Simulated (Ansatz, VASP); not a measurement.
**One calculation of Be2SeO4, two programs**

```
CELL_PARAMETERS angstrom
4.90030 0.00000 0.00000
0.00000 4.90030 0.00000
0.00000 0.00000 4.27328
ATOMIC_POSITIONS crystal
Be 0.50000 0.00000 0.67345
Be 0.00000 0.50000 0.67345
Se 0.00000 0.00000 0.86716
O 0.75858 0.75858 0.70273
O 0.24142 0.24142 0.70273
O 0.24142 0.75858 0.70273
O 0.75858 0.24142 0.70273
```

Alike in both runs: functional PBE; k mesh 3 × 3 × 3; occupations gaussian, width 0.15 eV; no spin polarisation.

Ansatz relaxed the structure, and its values are those at the end. VASP's run is a single point on that final structure, the one shown.

|  | VASP | Ansatz |
| --- | --- | --- |
| version | VASP 6.6.1 | Ansatz 0.2.0 |
| potentials or method | VASP PAW PBE potentials, release 64 (Be, Se, O), cutoff 520 eV | scalar-relativistic, plane waves, PAW |
| valence electrons in the cell | 34 | 44 |

VASP gave:

* gap on the k mesh at the Fermi level (eV): 3.83
* least direct gap on the mesh (eV): 3.83
* pressure (GPa): 0.7
* rms of the force components (eV/Å): 0.070

Problem. What did Ansatz give for the same quantities?

Solution. gap on the k mesh at the Fermi level (eV): 3.84; least direct gap on the mesh (eV): 3.84; pressure (GPa): 0.2; rms of the force components (eV/Å): 0.008.

With one functional, cell and mesh, what is left measures potentials, basis and numerics. VASP's potentials hold 34 valence electrons a cell and Ansatz's 44, so a difference there can come from the potentials and not from the codes.

The k mesh is coarse, so the values compare programs but aren't converged.
